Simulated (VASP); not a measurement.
Write the native input for VASP 6.6.1 that does the following.

```
Task                   : single point
Functional             : r2SCAN
Potentials or basis    : VASP PAW PBE potentials, release 64 (P, In_d, Bi_d)
Cutoff                 : 520 eV
k mesh                 : 6 × 6 × 6
Occupations            : fermi-dirac, width 0.02 eV
Spin                   : no spin polarisation
Dipole correction      : no
Further INCAR settings : ALGO = Normal; EDIFF = 1e-06; NBANDS = 51
```

In4BiP3:

```xyz
8
Lattice="-3.0575 3.0575 6.0907 3.0575 -3.0575 6.0907 3.0575 3.0575 -6.0907" Properties=species:S:1:pos:R:3 pbc="T T T"
P     3.0575    0.0000    3.0453
P     0.0000    0.0000    6.0907
P     0.0000    3.0575    3.0453
In   -1.4070    1.4070    7.7056
In    1.6505    1.6505   -1.6149
In    1.4070   -1.4070    7.7056
In    1.4070    1.4070    4.4758
Bi    0.0000    0.0000    0.0000
```

These files were run (other wordings do the same):

POSCAR

```
In4BiP3
1.0
   -3.0575215596      3.0575215596      6.0906817047
    3.0575215596     -3.0575215596      6.0906817047
    3.0575215596      3.0575215596     -6.0906817047
P In Bi
3 4 1
Direct
    0.2500000000      0.7500000000      0.5000000000
    0.5000000000      0.5000000000      0.0000000000
    0.7500000000      0.2500000000      0.5000000000
    0.8626655243      0.4024762927      0.0000000000
    0.1373344757      0.1373344757      0.5398107684
    0.4024762927      0.8626655243      0.0000000000
    0.5975237073      0.5975237073      0.4601892316
    0.0000000000      0.0000000000      0.0000000000
```

INCAR.step1

```
PREC = Accurate ; ENCUT = 520
ISMEAR = -1 ; SIGMA = 0.02
LREAL = False ; LASPH = True
NELM = 60 ; NBANDS = 51
GGA = PE ; ALGO = Normal
EDIFF = 1E-4 ; LWAVE = True
LCHARG = False ; KPAR = 4
```

INCAR.step2

```
PREC = Accurate ; ENCUT = 520
EDIFF = 1E-6 ; ISMEAR = -1
SIGMA = 0.02 ; LREAL = False
LASPH = True ; NELM = 60
ALGO = Normal ; ISIF = 2
LWAVE = False ; LCHARG = False
METAGGA = R2SCAN ; LMIXTAU = True
NBANDS = 51 ; ISTART = 1
KPAR = 4
```

KPOINTS

```
Automatic mesh
0
Gamma
  6 6 6
```

Potentials or basis: VASP PAW PBE potentials, release 64 (P, In_d, Bi_d).

The run is started by

```console
$ cat potpaw_PBE.64/P/POTCAR potpaw_PBE.64/In_d/POTCAR potpaw_PBE.64/Bi_d/POTCAR > POTCAR
$ cp INCAR.step1 INCAR
$ mpirun -np 4 vasp_std > vasp.out
$ cp INCAR.step2 INCAR
$ mpirun -np 4 vasp_std > vasp.out
```

It gave:

```json
{"Pressure": "-0.1 GPa", "Largest force": "0.005 eV/Å", "Band gap on the k mesh": "0.17 eV"}
```

Caveat: the PAW data sets were made with another functional, which shifts forces and pressure a little; spin-orbit coupling is left out, which moves the levels of the heavy elements.

It took 6.4 min on 4 MPI ranks on Intel(R) Xeon(R) Platinum 8488C (Sapphire Rapids) (shared host), peak memory 0.67 GiB a rank.
